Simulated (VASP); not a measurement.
# Ta2N (P-3m1) in VASP: notebook

Ta2N is run at these levels: PBEsol; tasks: single point.

All numbers are computed with VASP 6.6.1; they aren't measurements. Logs are shortened: lines on timing, memory, paths and dates and some standing lists are left out, and cuts for length are marked.

**1. The cell of the first run**

Symmetry: P-3m1, No. 164, trigonal system. The conventional cell has a = 3.079 Å, b = 3.079 Å, c = 14.147 Å, α = 90.00°, β = 90.00°, γ = 120.00°. Ta (site symmetry 3m) has 3 N at 2.16 Å within 2.9 Å. Within 3.1 Å of Ta (site symmetry 3m) lie 3 N at 2.16 Å and 12 Ta at 2.97 to 3.08 Å. N (site symmetry 3m) has 6 Ta at 2.16 Å within 2.9 Å.

**2. Single point, PBEsol (the distance across one plane changed)**

File INCAR:

```
SYSTEM = Ta2N
ALGO = Normal
EDIFF = 1E-6
ENCUT = 520
GGA = PS
ISIF = 2
ISMEAR = 0
LASPH = .True.
LCHARG = .False.
LREAL = .False.
LWAVE = .False.
NBANDS = 36
NELM = 100
PREC = Accurate
SIGMA = 0.15
```

File KPOINTS:

```
k-points
0
Gamma
  17 17 5
  0 0 0
```

File POSCAR:

```
Ta2N
1.0
   -3.0786153856      0.0000000000      0.0000000000
   -1.5393076928     -2.6661591324      0.0000000000
    0.0000000000      0.0000000000     14.1465143614
Ta N
4 2
Direct
    0.6666666667      0.6666666667      0.0839608493
    0.6666666667      0.6666666667      0.4249110690
    0.3333333333      0.3333333333      0.5979395903
    0.3333333333      0.3333333333      0.2569893705
    0.0000000000      0.0000000000      0.1704751099
    0.0000000000      0.0000000000      0.5114253297
```

Potentials or basis: VASP PAW PBE potentials, release 64 (Ta_pv, N).

The run is started by

```bash
> cat potpaw_PBE.64/Ta_pv/POTCAR potpaw_PBE.64/N/POTCAR > POTCAR
> mpirun -np 1 vasp_std > vasp.out
```

OUTCAR:

```text
SYSTEM = Ta2N
   EDIFF = 1E-6
   ENCUT = 520
   GGA = PS
   ISIF = 2
   ISMEAR = 0
   LASPH = .True.
   LREAL = .False.
   NELM = 100
   PREC = Accurate

 ion  position               nearest neighbor table
   1  0.667  0.667  0.084-   5 2.16   5 2.16   5 2.16   4 3.03   4 3.03   4 3.03
   2  0.667  0.667  0.425-   6 2.16   6 2.16   6 2.16   4 2.97   4 2.97   4 2.97   3 3.03   3 3.03
                             3 3.03
   3  0.333  0.333  0.598-   6 2.16   6 2.16   6 2.16   2 3.03   2 3.03   2 3.03
   4  0.333  0.333  0.257-   5 2.16   5 2.16   5 2.16   2 2.97   2 2.97   2 2.97   1 3.03   1 3.03
                             1 3.03
   5  0.000  0.000  0.170-   4 2.16   1 2.16   4 2.16   1 2.16   4 2.16   1 2.16
   6  0.000  0.000  0.511-   3 2.16   3 2.16   3 2.16   2 2.16   2 2.16   2 2.16

  LATTYP: Found a hexagonal cell.
 ALAT       =     3.0786153856
 C/A-ratio  =     4.5950898666

  Lattice vectors:

 A1 = (   1.5393076928,   2.6661591324,   0.0000000000)
 A2 = (  -3.0786153856,   0.0000000000,   0.0000000000)
 A3 = (   0.0000000000,   0.0000000000,  14.1465143614)

Analysis of symmetry for initial positions (statically):
=====================================================================
 Subroutine PRICEL returns:
 Original cell was already a primitive cell.

 Routine SETGRP: Setting up the symmetry group for a
 hexagonal supercell.

 Subroutine GETGRP returns: Found 12 space group operations
 (whereof  6 operations were pure point group operations)
 out of a pool of 24 trial point group operations.

The static configuration has the point symmetry C_3v.
 The point group associated with its full space group is D_3d.

Analysis of symmetry for dynamics (positions and initial velocities):
=====================================================================
 Subroutine PRICEL returns:
 Original cell was already a primitive cell.

 Routine SETGRP: Setting up the symmetry group for a
 hexagonal supercell.

 Subroutine GETGRP returns: Found 12 space group operations
 (whereof  6 operations were pure point group operations)
 out of a pool of 24 trial point group operations.

The dynamic configuration has the point symmetry C_3v.
 The point group associated with its full space group is D_3d.

 Subroutine INISYM returns: Found 12 space group operations
 (whereof  6 operations are pure point group operations),
 and found     1 'primitive' translations

----------------------------------------------------------------------------------------

                                     Primitive cell

  volume of cell :     116.1157

  direct lattice vectors                    reciprocal lattice vectors
    -3.078615386  0.000000000  0.000000000    -0.324821348  0.187535693  0.000000000
    -1.539307693 -2.666159132  0.000000000     0.000000000 -0.375071386  0.000000000
     0.000000000  0.000000000 14.146514361     0.000000000  0.000000000  0.070688791

  length of vectors
     3.078615386  3.078615386 14.146514361     0.375071386  0.375071386  0.070688791

  position of ions in fractional coordinates (direct lattice)
     0.666666667  0.666666667  0.083960849
     0.666666667  0.666666667  0.424911069
     0.333333333  0.333333333  0.597939590
     0.333333333  0.333333333  0.256989371
     0.000000000  0.000000000  0.170475110
     0.000000000  0.000000000  0.511425330

  ion indices of the primitive-cell ions
   primitive index   ion index
                 1           1
                 2           2
                 3           3
                 4           4
                 5           5
                 6           6

----------------------------------------------------------------------------------------

 KPOINTS: k-points

Automatic generation of k-mesh.
 Grid dimensions read from file:
 generate k-points for:   17   17    5

 Generating k-lattice:

  Cartesian coordinates                     Fractional coordinates (reciprocal lattice)
    -0.019107138  0.011031511  0.000000000     0.058823529  0.000000000  0.000000000
     0.000000000 -0.022063023  0.000000000     0.000000000  0.058823529  0.000000000
     0.000000000  0.000000000  0.014137758     0.000000000  0.000000000  0.200000000

  Length of vectors
     0.022063023  0.022063023  0.014137758

  Shift w.r.t. Gamma in fractional coordinates (k-lattice)
     0.000000000  0.000000000  0.000000000

 Subroutine IBZKPT returns following result:
 ===========================================

 Found    147 irreducible k-points:

 Following reciprocal coordinates:
            Coordinates               Weight
  0.000000  0.000000  0.000000      1.000000
  0.058824  0.000000  0.000000      6.000000
  0.117647  0.000000  0.000000      6.000000
  0.176471 -0.000000  0.000000      6.000000
  0.235294  0.000000  0.000000      6.000000
  0.294118 -0.000000  0.000000      6.000000
[... 16 lines left out ...]
 -0.470588  0.117647  0.000000     12.000000
  0.352941  0.176471  0.000000      6.000000
 [... further k-points ...]
   k-points           NKPTS =    147   k-points in BZ     NKDIM =    147   number of bands    NBANDS=     36
   number of dos      NEDOS =    301   number of ions     NIONS =      6
   total plane-waves  NPLWV =  62208
   dimension x,y,z NGX =    24 NGY =   24 NGZ =  108
   dimension x,y,z NGXF=    48 NGYF=   48 NGZF=  216
   ions per type =               4   2
   NGX,Y,Z   is equivalent  to a cutoff of  12.96, 12.96, 12.69 a.u.
   NGXF,Y,Z  is equivalent  to a cutoff of  25.92, 25.92, 25.38 a.u.
 SYSTEM =  Ta2N
   PREC   = accura    normal or accurate (medium, high low for compatibility)
   ISTART =      0    job   : 0-new  1-cont  2-samecut
   ICHARG =      2    charge: 1-file 2-atom 10-const
   ISPIN  =      1    spin polarized calculation?
   LNONCOLLINEAR =      F non collinear calculations
   LSORBIT =      F    spin-orbit coupling
   LASPH  =      T    aspherical Exc in radial PAW
   ENCUT  =  520.0 eV  38.22 Ry    6.18 a.u.   5.72  5.72 26.30*2*pi/ulx,y,z
   NELM   =    100;   NELMIN=  2; NELMDL= -5     # of ELM steps
   EDIFF  = 0.1E-05   stopping-criterion for ELM
   LREAL  =      F    real-space projection
[... 7 lines left out ...]
   TEBEG  =    0.0;   TEEND  =   0.0 temperature during run
   PSTRESS=    0.0 pullay stress
   NELECT =      54.0000    total number of electrons
   NUPDOWN=      -1.0000    fix difference up-down
   EMIN   =  10.00;   EMAX   =-10.00  energy-range for DOS
   EFERMI =   0.00;   METHOD = LEGACY
   ISMEAR =     0;   SIGMA  =   0.15  broadening in eV -4-tet -1-fermi 0-gaus
   EFERMI_NEDOS =   21; number of points for ismear=-14 and -15
   IALGO  =     38    algorithm
   IMIX   =      4    mixing-type and parameters
     AMIX     =   0.40;   BMIX     =  1.00
     AMIX_MAG =   1.60;   BMIX_MAG =  1.00
  volume/ion in A,a.u.               =      19.35       130.60
  Fermi-wavevector in a.u.,A,eV,Ry     =   1.268360  2.396852 21.888187  1.608736
  Thomas-Fermi vector in A             =   2.401459
   LORBIT       =      0    0 simple, 1 ext, 2 COOP (PROOUT), +10 PAW based schemes
   GGA     = PS    functional components
   LHFCALC =     F    Hartree Fock is set to
   AEXX    =    0.0000 exact exchange contribution
   IVDW    =     0    specifies the selected vdW correction
   LEPSILON=     F    determine dielectric tensor
   LRPA    =     F    only Hartree local field effects (RPA)
 non-spin polarized calculation
 Gauss-broadening in eV      SIGMA  =   0.15
  energy-cutoff  :      520.00
  volume of cell :      116.12
 maximum number of plane-waves:      3151
   NGX = 11   NGY = 11   NGZ = 53

 number of electron      54.0000005 magnetization

 Free energy of the ion-electron system (eV)
  ---------------------------------------------------
  ext. energy  EPLUGINS =         0.00000000
  ---------------------------------------------------
  free energy    TOTEN  =       -69.71957631 eV

  energy without entropy =      -69.68646222  energy(sigma->0) =      -69.70301927

 E-fermi :   3.6334     XC(G=0): -10.1163

 val. band max:        3.6313404570   @ k =   0.1765   0.1765   0.4000
 cond. band min:       3.6381115866   @ k =   0.1765   0.1765   0.2000
 fundamental gap:      0.0067711296
 Fermi energy:         3.6333654949

 k-point     1 :       0.0000    0.0000    0.0000
  band No.  band energies     occupation
      1     -31.9242      2.00000
      2     -31.7919      2.00000
      3     -31.3507      2.00000
      4     -31.0853      2.00000
      5     -31.0853      2.00000
      6     -31.0367      2.00000
[... 28 lines left out ...]
     35       5.4712      0.00000
     36       5.6155      0.00000

 k-point     2 :       0.0588    0.0000    0.0000
  band No.  band energies     occupation
      1     -31.9155      2.00000
      2     -31.7887      2.00000
      3     -31.3537      2.00000
      4     -31.1084      2.00000
      5     -31.0932      2.00000
      6     -31.0576      2.00000
[... 28 lines left out ...]
     35       5.4963      0.00000
     36       5.7914      0.00000

 k-point     3 :       0.1176    0.0000    0.0000
  band No.  band energies     occupation
      1     -31.8904      2.00000
      2     -31.7804      2.00000
      3     -31.3667      2.00000
      4     -31.1717      2.00000
      5     -31.1248      2.00000
      6     -31.1152      2.00000
[... 28 lines left out ...]
     35       5.7629      0.00000
     36       6.2235      0.00000
[... 742 lines left out ...]
 k-point    23 :      -0.4706    0.1176    0.0000
  band No.  band energies     occupation
      1     -31.8357      2.00000
      2     -31.8058      2.00000
      3     -31.6812      2.00000
      4     -31.6474      2.00000
      5     -31.4736      2.00000
      6     -31.4577      2.00000
[... 28 lines left out ...]
     35       7.4975      0.00000
     36       7.9371      0.00000

 k-point    24 :       0.3529    0.1765    0.0000
  band No.  band energies     occupation
      1     -31.7690      2.00000
      2     -31.7493      2.00000
      3     -31.5560      2.00000
      4     -31.4423      2.00000
      5     -31.4282      2.00000
      6     -31.3831      2.00000
[... 28 lines left out ...]
     35       6.9366      0.00000
     36       7.3210      0.00000

 [... further k-points ...]

------------------------ aborting loop because EDIFF is reached ----------------------------------------

  FORCE on cell =-STRESS in cart. coord.  units (eV):
  Direction    XX          YY          ZZ          XY          YZ          ZX
  --------------------------------------------------------------------------------------
  -------------------------------------------------------------------------------------
  Total       -3.5815699     -3.5815699     -1.8395824      0.0000000      0.0000000      0.0000000
  in kB      -49.4188994    -49.4188994    -25.3827616      0.0000000      0.0000000      0.0000000
  external PRESSURE =     -41.4068534 kB  Pullay stress =       0.0000000 kB

 VOLUME and BASIS-vectors are now :
 -----------------------------------------------------------------------------
  energy-cutoff  :      520.00
  volume of cell :      116.12
      direct lattice vectors                 reciprocal lattice vectors
    -3.078615386  0.000000000  0.000000000    -0.324821348  0.187535693  0.000000000
    -1.539307693 -2.666159132  0.000000000     0.000000000 -0.375071386  0.000000000
     0.000000000  0.000000000 14.146514361     0.000000000  0.000000000  0.070688791

 POSITION                                       TOTAL-FORCE (eV/Angst)
 -----------------------------------------------------------------------------------
     -3.07862     -1.77744      1.18775         0.000000      0.000000      0.371951
     -3.07862     -1.77744      6.01101         0.000000     -0.000000      0.133724
     -1.53931     -0.88872      8.45876        -0.000000     -0.000000     -0.371951
     -1.53931     -0.88872      3.63550        -0.000000      0.000000     -0.133724
      0.00000      0.00000      2.41163        -0.000000      0.000000     -0.137955
      0.00000      0.00000      7.23489         0.000000      0.000000      0.137955
 -----------------------------------------------------------------------------------
    total drift:                                0.000000      0.000000      0.000032

  FREE ENERGIE OF THE ION-ELECTRON SYSTEM (eV)
  ---------------------------------------------------
  free  energy   TOTEN  =       -69.7195763114 eV

  energy  without entropy=      -69.6864622187  energy(sigma->0) =      -69.70301927
```

Wall time 8.9 min (1 thread of AMD EPYC 9R45 (Zen 5), shared host); peak memory 0.55 GiB.

Results:

- Free energy: -69.7196 eV
- Pressure: -4.1 GPa
- Largest force: 0.372 eV/Å
- Band gap on the k mesh: zero (bands 27 and 28 overlap by 1.08 eV)

Forces in eV/Å, atoms in the order of the input:
```
Ta   0.000  0.000  0.372
Ta   0.000  0.000  0.134
Ta   0.000  0.000 -0.372
Ta   0.000  0.000 -0.134
N    0.000  0.000 -0.138
N    0.000  0.000  0.138
```

Caveat: the cell differs from its parent crystal (the distance across one plane changed); the cell stands under tension; the PAW data sets were made with another functional, which shifts forces and pressure a little; spin-orbit coupling is left out, which moves the levels of the heavy elements.

**3. Single point, PBEsol (the distance across one plane changed)**

File INCAR:

```
SYSTEM = Ta2N
  PREC = Accurate
  ENCUT = 520
  EDIFF = 1E-6
  ISMEAR = 0
  SIGMA = 0.15
  LREAL = .FALSE.
  LASPH = .TRUE.
  NELM = 100
  ALGO = Normal
  ISIF = 2
  LWAVE = .FALSE.
  LCHARG = .TRUE.
  GGA = PS
  LELF = .TRUE.
  LVHAR = .TRUE.
  NBANDS = 36
```

File KPOINTS:

```
regular mesh
0
G
  17 17 5
  0 0 0
```

File POSCAR:

```
Ta2N
1.0
   -3.0786153856      0.0000000000      0.0000000000
   -1.5393076928     -2.6661591324      0.0000000000
    0.0000000000      0.0000000000     15.6465143614
Ta N
4 2
Direct
    0.6666666667      0.6666666667      0.0759116908
    0.6666666667      0.6666666667      0.3841756957
    0.3333333333      0.3333333333      0.5406163192
    0.3333333333      0.3333333333      0.2323523142
    0.0000000000      0.0000000000      0.1541320025
    0.0000000000      0.0000000000      0.4623960074
```

Potentials or basis: VASP PAW PBE potentials, release 64 (Ta_pv, N).

The run is started by

```bash
> cat potpaw_PBE.64/Ta_pv/POTCAR potpaw_PBE.64/N/POTCAR > POTCAR
> mpirun -np 1 vasp_std > vasp.out
```

Wall time 9.6 min (1 thread of AMD EPYC 9R45 (Zen 5), shared host); peak memory 0.58 GiB.

Results (log left out):

| Property | Result |
| --- | --- |
| Free energy | -69.7170 eV |
| Largest force | 0.378 eV/Å |
| Band gap on the k mesh | zero (bands 27 and 28 overlap by 1.08 eV) |

Forces in eV/Å, atoms in the order of the input:
```
Ta   0.000  0.000  0.378
Ta   0.000  0.000  0.136
Ta   0.000  0.000 -0.378
Ta   0.000  0.000 -0.136
N    0.000  0.000 -0.138
N    0.000  0.000  0.138
```

Levels at points of the mesh, in eV from the Fermi level:
```tsv
k point	band 23	band 24	band 25	band 26	band 27	band 28	band 29	band 30	band 31	band 32
(0.00, 0.00, 0.00)	-1.36	-1.00	-0.80	-0.77	-0.77	-0.23	-0.23	0.81	0.81	0.92
```

Caveat: the cell differs from its parent crystal (the distance across one plane changed); the PAW data sets were made with another functional, which shifts forces and pressure a little; spin-orbit coupling is left out, which moves the levels of the heavy elements.
